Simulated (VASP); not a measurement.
# KF (Carobbiite) (Fm-3m) in VASP: a series of runs

The runs below take KF (Carobbiite) through single point, with PBE.

Everything below comes from runs of VASP 6.6.1. Logs are shortened: lines on timing, memory, paths and dates and some standing lists are left out, and cuts for length are marked.

### 1 The cell of the first run

Symmetry: Fm-3m, No. 225, cubic system. The conventional cell has a = 5.308 Å, b = 5.308 Å, c = 5.308 Å, α = 90.00°, β = 90.00°, γ = 90.00°. K (site symmetry m-3m) has 6 F at 2.65 Å within 3.5 Å. F (site symmetry m-3m) has 6 K at 2.65 Å within 3.5 Å.

### 2 Single point, PBE (volume scaled by 0.94)

Contents of INCAR:

```
SYSTEM = KF
PREC = Accurate
ENCUT = 520
EDIFF = 1E-7
ISMEAR = 0
SIGMA = 0.02
LREAL = .False.
LASPH = .True.
NELM = 80
ALGO = Normal
ISIF = 2
LWAVE = .False.
LCHARG = .False.
GGA = PE
NBANDS = 15
```

Contents of KPOINTS:

```
Automatic mesh
0
Gamma
  8 8 8
  0 0 0
```

Contents of POSCAR:

```
KF
1.0
    0.0000000000      2.6540577182      2.6540577182
    2.6540577182      0.0000000000      2.6540577182
    2.6540577182      2.6540577182      0.0000000000
K F
1 1
Direct
    0.0000000000      0.0000000000      0.0000000000
    0.5000000000      0.5000000000      0.5000000000
```

Potentials or basis: VASP PAW PBE potentials, release 64 (K_sv, F).

Launch:

```sh
> cat potpaw_PBE.64/K_sv/POTCAR potpaw_PBE.64/F/POTCAR > POTCAR
> mpirun -np 1 vasp_std > vasp.out
```

OUTCAR:

```text
SYSTEM = KF
   PREC = Accurate
   ENCUT = 520
   EDIFF = 1E-7
   ISMEAR = 0
   LREAL = .False.
   LASPH = .True.
   NELM = 80
   ISIF = 2
   GGA = PE

 ion  position               nearest neighbor table
   1  0.000  0.000  0.000-   2 2.65   2 2.65   2 2.65   2 2.65   2 2.65   2 2.65
   2  0.500  0.500  0.500-   1 2.65   1 2.65   1 2.65   1 2.65   1 2.65   1 2.65

  LATTYP: Found a face centered cubic cell.
 ALAT       =     5.3081154364

  Lattice vectors:

 A1 = (   0.0000000000,   2.6540577182,   2.6540577182)
 A2 = (   2.6540577182,   0.0000000000,   2.6540577182)
 A3 = (   2.6540577182,   2.6540577182,   0.0000000000)

Analysis of symmetry for initial positions (statically):
=====================================================================
 Subroutine PRICEL returns:
 Original cell was already a primitive cell.

 Routine SETGRP: Setting up the symmetry group for a
 face centered cubic supercell.

 Subroutine GETGRP returns: Found 48 space group operations
 (whereof 48 operations were pure point group operations)
 out of a pool of 48 trial point group operations.

The static configuration has the point symmetry O_h .

Analysis of symmetry for dynamics (positions and initial velocities):
=====================================================================
 Subroutine PRICEL returns:
 Original cell was already a primitive cell.

 Routine SETGRP: Setting up the symmetry group for a
 face centered cubic supercell.

 Subroutine GETGRP returns: Found 48 space group operations
 (whereof 48 operations were pure point group operations)
 out of a pool of 48 trial point group operations.

The dynamic configuration has the point symmetry O_h .

 Subroutine INISYM returns: Found 48 space group operations
 (whereof 48 operations are pure point group operations),
 and found     1 'primitive' translations

----------------------------------------------------------------------------------------

                                     Primitive cell

  volume of cell :      37.3905

  direct lattice vectors                    reciprocal lattice vectors
     0.000000000  2.654057718  2.654057718    -0.188390779  0.188390779  0.188390779
     2.654057718  0.000000000  2.654057718     0.188390779 -0.188390779  0.188390779
     2.654057718  2.654057718  0.000000000     0.188390779  0.188390779 -0.188390779

  length of vectors
     3.753404420  3.753404420  3.753404420     0.326302400  0.326302400  0.326302400

  position of ions in fractional coordinates (direct lattice)
     0.000000000  0.000000000  0.000000000
     0.500000000  0.500000000  0.500000000

  ion indices of the primitive-cell ions
   primitive index   ion index
                 1           1
                 2           2

----------------------------------------------------------------------------------------

 KPOINTS: Automatic mesh

Automatic generation of k-mesh.
 Grid dimensions read from file:
 generate k-points for:    8    8    8

 Generating k-lattice:

  Cartesian coordinates                     Fractional coordinates (reciprocal lattice)
    -0.023548847  0.023548847  0.023548847     0.125000000  0.000000000  0.000000000
     0.023548847 -0.023548847  0.023548847     0.000000000  0.125000000  0.000000000
     0.023548847  0.023548847 -0.023548847     0.000000000  0.000000000  0.125000000

  Length of vectors
     0.040787800  0.040787800  0.040787800

  Shift w.r.t. Gamma in fractional coordinates (k-lattice)
     0.000000000  0.000000000  0.000000000

 Subroutine IBZKPT returns following result:
 ===========================================

 Found     29 irreducible k-points:

 Following reciprocal coordinates:
            Coordinates               Weight
  0.000000  0.000000  0.000000      1.000000
  0.125000  0.000000  0.000000      8.000000
  0.250000  0.000000  0.000000      8.000000
  0.375000  0.000000  0.000000      8.000000
  0.500000  0.000000  0.000000      4.000000
  0.125000  0.125000  0.000000      6.000000
[... 16 lines left out ...]
  0.500000  0.250000  0.125000     48.000000
 -0.375000  0.250000  0.125000     24.000000
 [... further k-points ...]
   k-points           NKPTS =     29   k-points in BZ     NKDIM =     29   number of bands    NBANDS=     15
   number of dos      NEDOS =    301   number of ions     NIONS =      2
   total plane-waves  NPLWV =  21952
   dimension x,y,z NGX =    28 NGY =   28 NGZ =   28
   dimension x,y,z NGXF=    56 NGYF=   56 NGZF=   56
   ions per type =               1   1
   NGX,Y,Z   is equivalent  to a cutoff of  12.40, 12.40, 12.40 a.u.
   NGXF,Y,Z  is equivalent  to a cutoff of  24.80, 24.80, 24.80 a.u.
 SYSTEM =  KF
   PREC   = accura    normal or accurate (medium, high low for compatibility)
   ISTART =      0    job   : 0-new  1-cont  2-samecut
   ICHARG =      2    charge: 1-file 2-atom 10-const
   ISPIN  =      1    spin polarized calculation?
   LNONCOLLINEAR =      F non collinear calculations
   LSORBIT =      F    spin-orbit coupling
   LASPH  =      T    aspherical Exc in radial PAW
   ENCUT  =  520.0 eV  38.22 Ry    6.18 a.u.   6.98  6.98  6.98*2*pi/ulx,y,z
   NELM   =     80;   NELMIN=  2; NELMDL= -5     # of ELM steps
   EDIFF  = 0.1E-06   stopping-criterion for ELM
   LREAL  =      F    real-space projection
   EDIFFG = 0.1E-05   stopping-criterion for IOM
   NSW    =      0    number of steps for IOM
   IBRION =     -1    ionic relax: 0-MD 1-quasi-New 2-CG
   NFREE  =      0    steps in history (QN), initial steepest desc. (CG)
   ISIF   =      2    stress and relaxation
   ISYM   =      2    0-nonsym 1-usesym 2-fastsym
   POTIM  = 0.5000    time-step for ionic-motion
   TEBEG  =    0.0;   TEEND  =   0.0 temperature during run
   PSTRESS=    0.0 pullay stress
   NELECT =      16.0000    total number of electrons
   NUPDOWN=      -1.0000    fix difference up-down
   EMIN   =  10.00;   EMAX   =-10.00  energy-range for DOS
   EFERMI =   0.00;   METHOD = LEGACY
   ISMEAR =     0;   SIGMA  =   0.02  broadening in eV -4-tet -1-fermi 0-gaus
   EFERMI_NEDOS =   21; number of points for ismear=-14 and -15
   IALGO  =     38    algorithm
   IMIX   =      4    mixing-type and parameters
     AMIX     =   0.40;   BMIX     =  1.00
     AMIX_MAG =   1.60;   BMIX_MAG =  1.00
  volume/ion in A,a.u.               =      18.70       126.16
  Fermi-wavevector in a.u.,A,eV,Ry     =   1.233657  2.331274 20.706841  1.521910
  Thomas-Fermi vector in A             =   2.368379
   LORBIT       =      0    0 simple, 1 ext, 2 COOP (PROOUT), +10 PAW based schemes
   GGA     = PE    functional components
   LHFCALC =     F    Hartree Fock is set to
   AEXX    =    0.0000 exact exchange contribution
   IVDW    =     0    specifies the selected vdW correction
   LEPSILON=     F    determine dielectric tensor
   LRPA    =     F    only Hartree local field effects (RPA)
 non-spin polarized calculation
 Gauss-broadening in eV      SIGMA  =   0.02
  energy-cutoff  :      520.00
  volume of cell :       37.39
 maximum number of plane-waves:      1036
   NGX = 13   NGY = 13   NGZ = 13

 number of electron      16.0000012 magnetization

 Free energy of the ion-electron system (eV)
  ---------------------------------------------------
  ext. energy  EPLUGINS =         0.00000000
  ---------------------------------------------------
  free energy    TOTEN  =        -8.28068709 eV

  energy without entropy =       -8.28068709  energy(sigma->0) =       -8.28068709

 E-fermi :  -2.5763     XC(G=0):  -8.4951

 val. band max:       -2.7499591092   @ k =   0.0000   0.0000   0.0000
 cond. band min:       3.5220526217   @ k =   0.0000   0.0000   0.0000
 fundamental gap:      6.2720117308
 Fermi energy:        -2.5763291166

 k-point     1 :       0.0000    0.0000    0.0000
  band No.  band energies     occupation
      1     -28.8326      2.00000
      2     -21.4169      2.00000
      3     -12.0678      2.00000
      4     -12.0678      2.00000
      5     -12.0678      2.00000
      6      -2.7500      2.00000
      7      -2.7500      2.00000
      8      -2.7500      2.00000
      9       3.5221      0.00000
     10       7.9849      0.00000
     11       7.9849      0.00000
     12       7.9849      0.00000
     13       9.6836      0.00000
     14       9.6836      0.00000
     15      14.3233      0.00000

 k-point     2 :       0.1250    0.0000    0.0000
  band No.  band energies     occupation
      1     -28.8176      2.00000
      2     -21.4314      2.00000
      3     -12.1104      2.00000
      4     -12.0735      2.00000
      5     -12.0735      2.00000
      6      -2.8940      2.00000
      7      -2.8053      2.00000
      8      -2.8053      2.00000
      9       3.9625      0.00000
     10       7.7369      0.00000
     11       8.1990      0.00000
     12       8.1990      0.00000
     13       9.8336      0.00000
     14       9.8336      0.00000
     15      15.0862      0.00000

 k-point     3 :       0.2500    0.0000    0.0000
  band No.  band energies     occupation
      1     -28.7809      2.00000
      2     -21.4659      2.00000
      3     -12.2121      2.00000
      4     -12.0870      2.00000
      5     -12.0870      2.00000
      6      -3.1995      2.00000
      7      -2.9357      2.00000
      8      -2.9357      2.00000
      9       5.0557      0.00000
     10       7.4036      0.00000
     11       8.7302      0.00000
     12       8.7302      0.00000
     13      10.2960      0.00000
     14      10.2961      0.00000
     15      16.1105      0.00000

 k-point     4 :       0.3750    0.0000    0.0000
  band No.  band energies     occupation
      1     -28.7438      2.00000
      2     -21.5012      2.00000
      3     -12.3124      2.00000
      4     -12.1002      2.00000
      5     -12.1002      2.00000
      6      -3.4638      2.00000
      7      -3.0622      2.00000
      8      -3.0621      2.00000
      9       6.1166      0.00000
     10       7.5572      0.00000
     11       9.2338      0.00000
     12       9.2338      0.00000
     13      11.0967      0.00000
     14      11.0967      0.00000
     15      14.6269      0.00000
[... 307 lines left out ...]
 k-point    22 :       0.3750    0.2500    0.1250
  band No.  band energies     occupation
      1     -28.7558      2.00000
      2     -21.4706      2.00000
      3     -12.2544      2.00000
      4     -12.2242      2.00000
      5     -12.1201      2.00000
      6      -3.2959      2.00000
      7      -2.9722      2.00000
      8      -2.8271      2.00000
      9       5.7487      0.00000
     10       6.7446      0.00000
     11       9.2239      0.00000
     12       9.3928      0.00000
     13      10.3402      0.00000
     14      10.7928      0.00000
     15      15.8061      0.00000

 k-point    23 :       0.5000    0.2500    0.1250
  band No.  band energies     occupation
      1     -28.7274      2.00000
      2     -21.4850      2.00000
      3     -12.3585      2.00000
      4     -12.2799      2.00000
      5     -12.1357      2.00000
      6      -3.3268      2.00000
      7      -3.0603      2.00000
      8      -2.9105      2.00000
      9       6.5644      0.00000
     10       6.9884      0.00000
     11       9.0996      0.00000
     12       9.9175      0.00000
     13      10.8782      0.00000
     14      11.8586      0.00000
     15      13.6985      0.00000

 k-point    24 :      -0.3750    0.2500    0.1250
  band No.  band energies     occupation
      1     -28.7156      2.00000
      2     -21.4909      2.00000
      3     -12.4053      2.00000
      4     -12.2976      2.00000
      5     -12.1436      2.00000
      6      -3.3335      2.00000
      7      -3.0378      2.00000
      8      -3.0106      2.00000
      9       6.7290      0.00000
     10       7.4408      0.00000
     11       9.0410      0.00000
     12      10.0753      0.00000
     13      11.3558      0.00000
     14      12.4387      0.00000
     15      12.7306      0.00000

 [... further k-points ...]

------------------------ aborting loop because EDIFF is reached ----------------------------------------

  FORCE on cell =-STRESS in cart. coord.  units (eV):
  Direction    XX          YY          ZZ          XY          YZ          ZX
  --------------------------------------------------------------------------------------
  -------------------------------------------------------------------------------------
  Total        0.5098057      0.5098057      0.5098057      0.0000000      0.0000000      0.0000000
  in kB       21.8451062     21.8451062     21.8451062      0.0000000      0.0000000      0.0000000
  external PRESSURE =      21.8451062 kB  Pullay stress =       0.0000000 kB

 VOLUME and BASIS-vectors are now :
 -----------------------------------------------------------------------------
  energy-cutoff  :      520.00
  volume of cell :       37.39
      direct lattice vectors                 reciprocal lattice vectors
     0.000000000  2.654057718  2.654057718    -0.188390779  0.188390779  0.188390779
     2.654057718  0.000000000  2.654057718     0.188390779 -0.188390779  0.188390779
     2.654057718  2.654057718  0.000000000     0.188390779  0.188390779 -0.188390779

 POSITION                                       TOTAL-FORCE (eV/Angst)
 -----------------------------------------------------------------------------------
      0.00000      0.00000      0.00000        -0.000000      0.000000      0.000000
      2.65406      2.65406      2.65406         0.000000     -0.000000     -0.000000
 -----------------------------------------------------------------------------------
    total drift:                                0.000000      0.000000      0.000000

  FREE ENERGIE OF THE ION-ELECTRON SYSTEM (eV)
  ---------------------------------------------------
  free  energy   TOTEN  =        -8.2806870911 eV

  energy  without entropy=       -8.2806870911  energy(sigma->0) =       -8.28068709
```

Wall time 25 s (1 thread of AMD EPYC 7R43 (Zen 3), shared host); peak memory 0.13 GiB.

What came out:

| Quantity | Value |
| --- | --- |
| Free energy | -8.2807 eV |
| Pressure | 2.2 GPa |
| Band gap on the k mesh | 6.27 eV, direct |

(Part 1 of 3 ends here.)
